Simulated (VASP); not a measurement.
A run of VASP 6.6.1:

File INCAR:

```
  PREC = Accurate
  ENCUT = 500
  EDIFF = 1E-6
  ISMEAR = 0
  SIGMA = 0.1
  LREAL = False
  LASPH = True
  NELM = 120
  ALGO = Normal
  ISIF = 2
  LWAVE = False
  LCHARG = True
  LELF = True
  LVHAR = True
  NBANDS = 13
  GGA_COMPAT = False
```

The input KPOINTS:

```
Automatic mesh
0
Gamma
  14 14 14
```

Contents of POSCAR:

```
Pb
1.0
    0.0000000000      2.4407842090      2.4407842090
    2.4407842090      0.0000000000      2.4407842090
    2.4407842090      2.4407842090      0.0000000000
Pb
1
Direct
    0.0000000000      0.0000000000      0.0000000000
```

Potentials or basis: VASP PAW LDA potentials, release 64 (Pb_d).

Run with:

```bash
$ cat potpaw_LDA.64/Pb_d/POTCAR > POTCAR
$ mpirun -np 1 vasp_std > vasp.out
```

Hardware: 1 thread of Intel Xeon 8259CL, with other jobs on the host.

Task: Estimate the wall time of this run.

Result: Wall time 72 s on 1 thread of Intel Xeon 8259CL, on a shared host, peak memory 0.16 GiB. Counts: scf iterations 10, k points 104.
